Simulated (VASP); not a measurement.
Mg:

```
Mg
1.0
     3.17683    0.00000    0.00000
    -1.58841    2.75121    0.00000
     0.00000    0.00000   10.31886
Mg
4
Direct
  0.66667 0.33333 0.75000
  0.00000 0.00000 0.50000
  0.33333 0.66667 0.25000
  0.00000 0.00000 0.00000
```

Base run:

- Program: VASP 6.6.1
- Functional: r2SCAN
- Potentials or basis: VASP PAW PBE potentials, release 64 (Mg)
- Cutoff: 520 eV
- k mesh: 10 × 10 × 3
- Occupations: fermi-dirac, width 0.05 eV
- Spin: no spin polarisation

Its results: band gap on the k mesh zero (band 4 reaches 3.35 eV, above the bottom of band 5 at 1.54 eV); pressure 0.0 GPa.

Task: After a change of settings the same cell gave: band gap on the k mesh zero (band 4 reaches 3.87 eV, above the bottom of band 5 at 1.86 eV); pressure 1.6 GPa. Which change was it?
A. functional from r2SCAN to BLYP
B. functional from r2SCAN to PBE; further incar settings from ALGO = Normal; EDIFF = 1e-06; NBANDS = 12 to ALGO = Fast; EDIFF = 1e-06; NBANDS = 12
C. functional from r2SCAN to PBEsol; further incar settings from ALGO = Normal; EDIFF = 1e-06; NBANDS = 12 to ALGO = Normal; EDIFF = 1e-07; NBANDS = 12
D. functional from r2SCAN to r2SCAN0; k mesh from 10 × 10 × 3 to 5 × 5 × 2

Result: A.

Caveats: the PAW data sets were made with another functional, which shifts forces and pressure a little.
